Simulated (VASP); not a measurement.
Wanted: the native input for a VASP 6.6.1 run.

- Task: single point
- Functional: PBEsol
- Potentials or basis: VASP PAW PBE potentials, release 64 (Si)
- Cutoff: 520 eV
- k mesh: 2 × 2 × 2
- Occupations: fermi-dirac, width 0.05 eV
- Spin: no spin polarisation
- Dipole correction: no
- Further INCAR settings: LREAL = Auto; ALGO = Normal; EDIFF = 1e-07; NBANDS = 48

The structure of Si (a cell with a defect) lies in POSCAR:

```
Si
1.0
    0.0000000000      5.4300000000      5.4300000000
    5.4300000000      0.0000000000      5.4300000000
    5.4300000000      5.4300000000      0.0000000000
Si
17
Direct
    0.0039473297     -0.0036217311     -0.0035953959
    0.1325639042      0.1222071823      0.1223804788
    0.0037662983     -0.0033421731      0.5027767956
    0.1253855433      0.1264529466      0.6238586556
    0.0037328729      0.5025820442     -0.0032148250
    0.1253627072      0.6237978821      0.1264415285
    0.0004505525      0.4998185083      0.4998255064
    0.1252491713      0.6240552486      0.6242108656
    0.5009712707     -0.0007119705     -0.0003895028
    0.6235703499      0.1223670350      0.1223848987
    0.4976682320     -0.0031133517      0.5025772560
    0.6234488029      0.1226952118      0.6311559853
    0.4976349908      0.5025213628     -0.0031176796
    0.6234603131      0.6308310313      0.1228603131
    0.4974914365      0.5027520258      0.5029000921
    0.6269256906      0.6243061694      0.6243463168
    0.7512507366      0.2492531308      0.2495277164
```

One way to write it, as run:

INCAR

```
PREC = Accurate ; ENCUT = 520
EDIFF = 1E-7 ; ISMEAR = -1
SIGMA = 0.05 ; LREAL = Auto
LASPH = T ; NELM = 100
ALGO = Normal ; ISIF = 2
LWAVE = F ; LCHARG = F
GGA = PS ; NBANDS = 48
```

KPOINTS

```
regular mesh
0
Gamma
  2 2 2
```

Potentials or basis: VASP PAW PBE potentials, release 64 (Si).

Run with:

```console
$ cat potpaw_PBE.64/Si/POTCAR > POTCAR
$ mpirun -np 1 vasp_std > vasp.out
```

Results of the run:

```
Pressure               : 3.5 GPa
Largest force          : 0.022 eV/Å
Band gap on the k mesh : zero (bands 34 and 35 overlap by 0.25 eV)
```

Caveat: the k points lie up to 0.50 Å⁻¹ apart; the PAW data sets were made with another functional, which shifts forces and pressure a little.

Run time: 3.2 min on 1 thread of AMD EPYC 9R45 96-Core Processor (Zen 5), with other jobs on the host, peak memory 0.43 GiB.
